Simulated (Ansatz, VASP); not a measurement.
# Al2Pt in VASP and in Ansatz

```
CELL_PARAMETERS angstrom
4.38507 0.00000 0.00000
-2.19253 3.79758 0.00000
0.00000 0.00000 2.81397
ATOMIC_POSITIONS crystal
Al 0.00000 0.00000 0.66288
Al 0.33333 0.66667 0.16262
Pt 0.66667 0.33333 0.16267
```

Alike in both runs: functional PBE; k mesh 5 × 5 × 8; occupations gaussian, width 0.2 eV; no spin polarisation.

Ansatz relaxed the structure, and its values are those at the end. VASP's run is a single point on that final structure, the one shown.

|  | VASP | Ansatz |
| --- | --- | --- |
| version | VASP 6.6.1 | Ansatz 0.2.0 |
| potentials or method | VASP PAW PBE potentials, release 64 (Al, Pt), cutoff 500 eV | scalar-relativistic, plane waves, PAW |
| valence electrons in the cell | 16 | 24 |

```csv
,VASP,Ansatz,Ansatz less VASP
gap on the k mesh at the Fermi level (eV),none,none,-
pressure (GPa),0.0,0.1,+0.17
```

A gap of «none» marks a metal or a gap that the smearing closes. With one functional, cell and mesh, what is left measures potentials, basis and numerics. VASP's potentials hold 16 valence electrons a cell and Ansatz's 24, so a difference there can come from the potentials and not from the codes.

Neither program's run includes spin-orbit coupling.
